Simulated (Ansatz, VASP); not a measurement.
**One calculation of Te3MoPt, two programs**

```
CELL_PARAMETERS angstrom
5.21144 0.00000 0.00000
0.00000 5.21144 0.00000
0.00000 0.00000 5.21144
ATOMIC_POSITIONS crystal
Te 0.00000 0.50000 0.50000
Te 0.50000 0.00000 0.50000
Te 0.50000 0.50000 0.00000
Mo 0.50000 0.50000 0.50000
Pt 0.00000 0.00000 0.00000
```

Change from the starting cell: species swapped into the Sr3BiP type (Pm-3m, No. 221).

Alike in both runs: task relaxation of cell and atoms; functional PBE; k mesh 8 × 8 × 8; occupations gaussian, width 0.1 eV; no spin polarisation.

|  | VASP | Ansatz |
| --- | --- | --- |
| version | VASP 6.6.1 | Ansatz 0.2.0 |
| potentials or method | VASP PAW PBE potentials, release 64 (Te, Mo_sv, Pt), cutoff 600 eV | scalar-relativistic, plane waves, PAW |
| valence electrons in the cell | 42 | 80 |

|  | VASP | Ansatz | Ansatz less VASP |
| --- | --- | --- | --- |
| gap on the k mesh at the Fermi level, each at its own relaxed structure (eV) | none | none | - |
| relaxed volume (Å³/atom) | 28.13 | 28.18 | +0.042 |
| relaxed cell length with the largest relative difference (Å) | 5.201 | 5.203 | +0.0026 |

A gap of «none» marks a metal or a gap that the smearing closes. VASP's potentials hold 42 valence electrons a cell and Ansatz's 80, so a difference there can come from the potentials and not from the codes.

Neither program's run includes spin-orbit coupling. Noted on VASP's run: too few bands were computed for a metal, which touches its energy and stress.
